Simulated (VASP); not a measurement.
## TiSi2: single point with r2SCAN

TiSi2:

```
CELL_PARAMETERS angstrom
2.21462 -3.83583 0.00000
-4.42923 0.00000 0.00000
0.00000 0.00000 -5.16163
ATOMIC_POSITIONS crystal
Si 0.00000 0.00000 0.50000
Si 0.00000 0.00000 0.00000
Si 0.66667 0.33333 0.25000
Si 0.66667 0.33333 0.75000
Ti 0.33333 0.66667 0.25000
Ti 0.33333 0.66667 0.75000
```

```json
{
 "Program": "VASP 6.6.1",
 "Task": "single point",
 "Functional": "r2SCAN",
 "Potentials or basis": "VASP PAW PBE potentials, release 64 (Si, Ti_sv)",
 "Cutoff": "520 eV",
 "k mesh": "12 × 12 × 8",
 "Occupations": "gaussian, width 0.1 eV",
 "Spin": "no spin polarisation"
}
```

```
Pressure               : 0.3 GPa
Band gap on the k mesh : zero (bands 20 and 21 overlap by 1.41 eV)
```

Levels at points of the mesh, in eV from the Fermi level:
```
           k point  band 17  band 18  band 19  band 20  band 21  band 22  band 23  band 24
(0.00, 0.00, 0.00)    -1.19    -1.16    -1.16    -0.58    -0.58     0.14     0.47     1.67
(0.50, 0.00, 0.00)    -2.29    -0.71    -0.38     0.15     0.42     1.64     1.70     2.59
(0.00, 0.00, 0.50)    -1.49    -1.49    -0.75    -0.75    -0.75    -0.75     2.67     2.67
(0.50, 0.00, 0.50)    -0.37    -0.37     0.28     0.28     0.39     0.39     1.85     1.85
```

Wall time 22 min on 1 thread of Oxide Virtual Turin-like Processor, with other jobs on the host, peak memory 0.33 GiB.

Caveat: the PAW data sets were made with another functional, which shifts forces and pressure a little.
